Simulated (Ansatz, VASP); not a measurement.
**Ti3H2 in VASP and in Ansatz**

```xyz
5
Lattice="2.9818 0.0000 0.0000 -1.4909 2.5823 0.0000 0.0000 0.0000 7.5285" Properties=species:S:1:pos:R:3 pbc="T T T"
Ti    0.0000    1.7215    2.6343
Ti    1.4909    0.8608    4.8942
Ti    0.0000    0.0000    0.0000
H     0.0000    1.7215    0.7176
H     1.4909    0.8608    6.8109
```

Alike in both runs: task single point; functional PBE; k mesh 6 × 6 × 2; occupations gaussian, width 0.1 eV; no spin polarisation.

```csv
,VASP,Ansatz
version,VASP 6.6.1,Ansatz 0.2.0
potentials or method,"VASP PAW PBE potentials, release 64 (Ti_sv, H), cutoff 500 eV","scalar-relativistic, plane waves, PAW"
valence electrons in the cell,38,38
```

Ansatz gave:

- gap on the k mesh at the Fermi level (eV): none
- pressure (GPa): -0.5
- traceless stress, the component that is largest in VASP (GPa): 0.13
- rms of the force components (eV/Å): 0.008

Problem. Which values does VASP return?

Solution. gap on the k mesh at the Fermi level (eV): none; pressure (GPa): -0.6; traceless stress, the component that is largest in VASP (GPa): 0.14; rms of the force components (eV/Å): 0.011.

Atom by atom the forces differ by 0.003 eV/Å (rms over components). A gap of «none» marks a metal or a gap that the smearing closes.

The k mesh is coarse, so the values compare programs but aren't converged.
